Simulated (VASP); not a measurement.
# I (Cmce) in VASP: notebook

The runs below take I through single point, with LDA.

Program: VASP 6.6.1. These are calculated values, not measurements. Logs are shortened: lines on timing, memory, paths and dates and some standing lists are left out, and cuts for length are marked.

**1. The cell of the first run**

It takes space group Cmce (No. 64, orthorhombic). The conventional cell has a = 7.122 Å, b = 4.692 Å, c = 9.594 Å, α = 90.00°, β = 90.00°, γ = 90.00°. Within 3.5 Å of I (site symmetry m) lie 3 I at 2.62 to 3.49 Å.

**2. Single point, LDA (volume scaled by 0.94)**

The input, INCAR:

```
PREC     = Accurate       # precision mode
ENCUT    = 520            # plane-wave cutoff, eV
EDIFF    = 1E-7           # SCF threshold, eV
ISMEAR   = -1             # smearing method
SIGMA    = 0.05           # smearing width, eV
LREAL    = False          # projectors in reciprocal space
LASPH    = True           # aspherical terms in the spheres
NELM     = 60             # most SCF steps
ALGO     = Normal         # electronic algorithm
ISIF     = 2              # what is computed and relaxed
LWAVE    = False          # write WAVECAR
LCHARG   = True           # write CHGCAR
LELF     = True           # ELF
LVHAR    = True         
NBANDS   = 22             # bands
```

The input, KPOINTS:

```
Automatic mesh
0
Gamma
  7 7 3
```

The input, POSCAR:

```
I
1.0
    3.5608297907     -2.3461283221      0.0000000000
    3.5608297907      2.3461283221      0.0000000000
    0.0000000000      0.0000000000      9.5935177805
I
4
Direct
    0.6493000000      0.3507000000      0.3844000000
    0.1493000000      0.8507000000      0.1156000000
    0.3507000000      0.6493000000      0.6156000000
    0.8507000000      0.1493000000      0.8844000000
```

Potentials or basis: VASP PAW LDA potentials, release 64 (I).

Launch:

```bash
$ cat potpaw_LDA.64/I/POTCAR > POTCAR
$ mpirun -np 1 vasp_std > vasp.out
```

OUTCAR:

```text
PREC = Accurate
   ENCUT = 520
   EDIFF = 1E-7
   ISMEAR = -1
   LREAL = False
   LASPH = True
   NELM = 60
   ISIF = 2

 ion  position               nearest neighbor table
   1  0.649  0.351  0.384-   3 2.62   2 3.49   2 3.49
   2  0.149  0.851  0.116-   4 2.62   1 3.49   1 3.49
   3  0.351  0.649  0.616-   1 2.62   4 3.49   4 3.49
   4  0.851  0.149  0.884-   2 2.62   3 3.49   3 3.49

  LATTYP: Found a base centered orthorhombic cell.
 ALAT       =     4.6922566442
 B/A-ratio  =     1.5177472422
 C/A-ratio  =     2.0445424255

  Lattice vectors:

 A1 = (  -3.5608297907,  -2.3461283221,   0.0000000000)
 A2 = (   3.5608297907,  -2.3461283221,   0.0000000000)
 A3 = (   0.0000000000,   0.0000000000,   9.5935177805)

Analysis of symmetry for initial positions (statically):
=====================================================================
 Subroutine PRICEL returns:
 Original cell was already a primitive cell.

 Routine SETGRP: Setting up the symmetry group for a
 base centered orthorhombic supercell.

 Subroutine GETGRP returns: Found  8 space group operations
 (whereof  4 operations were pure point group operations)
 out of a pool of  8 trial point group operations.

The static configuration has the point symmetry C_2h.
 The point group associated with its full space group is D_2h.

Analysis of symmetry for dynamics (positions and initial velocities):
=====================================================================
 Subroutine PRICEL returns:
 Original cell was already a primitive cell.

 Routine SETGRP: Setting up the symmetry group for a
 base centered orthorhombic supercell.

 Subroutine GETGRP returns: Found  8 space group operations
 (whereof  4 operations were pure point group operations)
 out of a pool of  8 trial point group operations.

The dynamic configuration has the point symmetry C_2h.
 The point group associated with its full space group is D_2h.

 Subroutine INISYM returns: Found  8 space group operations
 (whereof  4 operations are pure point group operations),
 and found     1 'primitive' translations

----------------------------------------------------------------------------------------

                                     Primitive cell

  volume of cell :     160.2916

  direct lattice vectors                    reciprocal lattice vectors
[... 81 lines left out ...]
 SYSTEM =  unknown system
   PREC   = accura    normal or accurate (medium, high low for compatibility)
   ISTART =      0    job   : 0-new  1-cont  2-samecut
   ICHARG =      2    charge: 1-file 2-atom 10-const
   ISPIN  =      1    spin polarized calculation?
   LNONCOLLINEAR =      F non collinear calculations
   LSORBIT =      F    spin-orbit coupling
   LASPH  =      T    aspherical Exc in radial PAW
   ENCUT  =  520.0 eV  38.22 Ry    6.18 a.u.   7.93  7.93 17.84*2*pi/ulx,y,z
   NELM   =     60;   NELMIN=  2; NELMDL= -5     # of ELM steps
   EDIFF  = 0.1E-06   stopping-criterion for ELM
   LREAL  =      F    real-space projection
   EDIFFG = 0.1E-05   stopping-criterion for IOM
   NSW    =      0    number of steps for IOM
   IBRION =     -1    ionic relax: 0-MD 1-quasi-New 2-CG
   NFREE  =      0    steps in history (QN), initial steepest desc. (CG)
   ISIF   =      2    stress and relaxation
   ISYM   =      2    0-nonsym 1-usesym 2-fastsym
   POTIM  = 0.5000    time-step for ionic-motion
   TEBEG  =    0.0;   TEEND  =   0.0 temperature during run
   PSTRESS=    0.0 pullay stress
   NELECT =      28.0000    total number of electrons
   NUPDOWN=      -1.0000    fix difference up-down
   EMIN   =  10.00;   EMAX   =-10.00  energy-range for DOS
   EFERMI =   0.00;   METHOD = LEGACY
   ISMEAR =    -1;   SIGMA  =   0.05  broadening in eV -4-tet -1-fermi 0-gaus
   EFERMI_NEDOS =   21; number of points for ismear=-14 and -15
   IALGO  =     38    algorithm
   IMIX   =      4    mixing-type and parameters
     AMIX     =   0.40;   BMIX     =  1.00
     AMIX_MAG =   1.60;   BMIX_MAG =  1.00
  volume/ion in A,a.u.               =      40.07       270.43
  Fermi-wavevector in a.u.,A,eV,Ry     =   0.915146  1.729376 11.394782  0.837493
  Thomas-Fermi vector in A             =   2.039854
   LORBIT       =      0    0 simple, 1 ext, 2 COOP (PROOUT), +10 PAW based schemes
   GGA     = CA    functional components
   LHFCALC =     F    Hartree Fock is set to
   AEXX    =    0.0000 exact exchange contribution
   IVDW    =     0    specifies the selected vdW correction
   LEPSILON=     F    determine dielectric tensor
   LRPA    =     F    only Hartree local field effects (RPA)
 non-spin polarized calculation
  energy-cutoff  :      520.00
  volume of cell :      160.29
 maximum number of plane-waves:      4334
   NGX = 15   NGY = 15   NGZ = 35

 number of electron      27.9999998 magnetization

 Free energy of the ion-electron system (eV)
  ---------------------------------------------------
  ext. energy  EPLUGINS =         0.00000000
  ---------------------------------------------------
  free energy    TOTEN  =        -7.80720718 eV

  energy without entropy =       -7.80720683  energy(sigma->0) =       -7.80720701

 E-fermi :   3.6865     XC(G=0):  -8.6372

 val. band max:        3.0013356449   @ k =   0.0000   0.0000   0.0000
 cond. band min:       4.3579930286   @ k =   0.4286   0.4286   0.3333
 fundamental gap:      1.3566573836
 Fermi energy:         3.6864702000

 k-point     1 :       0.0000    0.0000    0.0000
  band No.  band energies     occupation
      1     -10.9920      2.00000
      2     -10.4807      2.00000
      3      -8.7217      2.00000
      4      -7.5890      2.00000
      5      -1.8843      2.00000
      6      -0.3191      2.00000
[... 589 lines left out ...]
     21      10.8998      0.00000
     22      11.3939      0.00000

 [... further k-points ...]
[... 5 lines left out ...]
  --------------------------------------------------------------------------------------
  -------------------------------------------------------------------------------------
  Total       -0.5414844      0.1740185      2.8583349      0.0000000      0.0000000      0.0000000
  in kB       -5.4123472      1.7393824     28.5701705      0.0000000      0.0000000      0.0000000
  external PRESSURE =       8.2990686 kB  Pullay stress =       0.0000000 kB

 VOLUME and BASIS-vectors are now :
 -----------------------------------------------------------------------------
  energy-cutoff  :      520.00
  volume of cell :      160.29
      direct lattice vectors                 reciprocal lattice vectors
     3.560829791 -2.346128322  0.000000000     0.140416709 -0.213117073  0.000000000
     3.560829791  2.346128322  0.000000000     0.140416709  0.213117073  0.000000000
     0.000000000  0.000000000  9.593517780     0.000000000  0.000000000  0.104237051

 POSITION                                       TOTAL-FORCE (eV/Angst)
 -----------------------------------------------------------------------------------
      3.56083     -0.70055      3.68775         0.000000     -0.665228     -1.133493
      3.56083      1.64557      1.10901         0.000000     -0.665228      1.133493
      3.56083      0.70055      5.90577         0.000000      0.665228      1.133493
      3.56083     -1.64557      8.48451         0.000000      0.665228     -1.133493
 -----------------------------------------------------------------------------------
    total drift:                               -0.000000     -0.000000     -0.000000

  FREE ENERGIE OF THE ION-ELECTRON SYSTEM (eV)
  ---------------------------------------------------
  free  energy   TOTEN  =        -7.8072071769 eV

  energy  without entropy=       -7.8072068336  energy(sigma->0) =       -7.80720701
```

Run time: 48 s. Hardware: 1 thread of Intel Xeon 6975P-C (Granite Rapids), shared host; peak memory 0.24 GiB.

What came out:

```
Free energy            : -7.8072 eV
Pressure               : 0.8 GPa
Largest force          : 1.314 eV/Å
Band gap on the k mesh : 1.36 eV, indirect (least direct gap 1.49 eV)
```

Forces in eV/Å, atoms in the order of the input:
```
I    0.000 -0.665 -1.133
I    0.000 -0.665  1.133
I    0.000  0.665  1.133
I    0.000  0.665 -1.133
```

Stress tensor (GPa, compression positive):
```
-0.54  0.00  0.00
 0.00  0.17  0.00
 0.00  0.00  2.86
```

Levels at points of the mesh, in eV from the valence-band top:
| k point | band 12 | band 13 | band 14 | band 15 | band 16 | band 17 |
| --- | --- | --- | --- | --- | --- | --- |
| (0.00, 0.00, 0.00) | -0.62 | -0.05 | 0.00 | 1.49 | 2.38 | 4.92 |

Caveat: spin-orbit coupling is left out, which moves the levels of the heavy elements; forces of over 1 eV/Å act on the atoms, so gaps and moduli don't describe the material at rest.

(Part 1 of 2 ends here.)
